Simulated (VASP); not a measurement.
# Cr: single point with BLYP

Cr:

```
Cr
1.0
    -1.43966    1.43966    1.43966
     1.43966   -1.43966    1.43966
     1.43966    1.43966   -1.43966
Cr
1
Direct
  0.00000 0.00000 0.00000
```

```yaml
Program: VASP 6.6.1
Task: single point
Functional: BLYP
Potentials_or_basis: VASP PAW PBE potentials, release 64 (Cr_pv)
Cutoff: 520 eV
k_mesh: 25 × 25 × 25
Occupations: fermi-dirac, width 0.1 eV
Spin: no spin polarisation
Dipole_correction: no
Further_INCAR_settings: ALGO = Normal; EDIFF = 1e-06; NBANDS = 12
```

- Pressure: -0.1 GPa
- Band gap on the k mesh: zero (band 6 reaches 13.23 eV, above the bottom of band 7 at 10.07 eV)

Levels at points of the mesh, in eV from the Fermi level:
```tsv
k point	band 3	band 4	band 5	band 6	band 7	band 8	band 9	band 10
(0.00, 0.00, 0.00)	-42.61	-7.53	-0.92	-0.92	-0.92	1.11	1.11	6.78
```

Wall time 22 s on 1 thread of Intel(R) Xeon(R) 6975P-C (Granite Rapids) (shared host), peak memory 0.17 GiB.

Caveat: the PAW data sets were made with another functional, which shifts forces and pressure a little; the run has no spin polarisation, though such a crystal can be magnetic. Spin polarisation is off, so any magnetic state and its effect on volume and gap are missing.
